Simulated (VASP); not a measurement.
Here is a VASP 6.6.1 calculation.

Contents of INCAR:

```
PREC = Accurate
ENCUT = 520
EDIFF = 1E-7
ISMEAR = -1
SIGMA = 0.05
LREAL = F
LASPH = T
NELM = 60
ALGO = Normal
ISIF = 2
LWAVE = F
LCHARG = T
GGA = RP
LELF = T
LVHAR = T
NBANDS = 16
```

The input KPOINTS:

```
regular mesh
0
Gamma
  8 8 4
```

POSCAR

```
C
1.0
    2.5237898967      0.0000000000      0.0000000000
   -1.2618949483      2.1856661644      0.0000000000
    0.0000000000      0.0000000000      4.1989960551
C
4
Direct
    0.3333333333      0.6666666667      0.0626895848
    0.6666666667      0.3333333333      0.5626895848
    0.3333333333      0.6666666667      0.4373104152
    0.6666666667      0.3333333333      0.9373104152
```

Potentials or basis: VASP PAW PBE potentials, release 64 (C).

The run is started by

```sh
$ cat potpaw_PBE.64/C/POTCAR > POTCAR
$ mpirun -np 1 vasp_std > vasp.out
```

Question: What does it give for the band gap on the k mesh?

Answer: 3.80 eV, indirect (least direct gap 4.94 eV).

Question: What does it give for the largest force?

Answer: 0.005 eV/Å.

Forces in eV/Å, atoms in the order of the input:
```
C    0.000  0.000  0.005
C    0.000  0.000  0.005
C    0.000  0.000 -0.005
C    0.000  0.000 -0.005
```

Caveat: the PAW data sets were made with another functional, which shifts forces and pressure a little. A k mesh can miss the band edges.
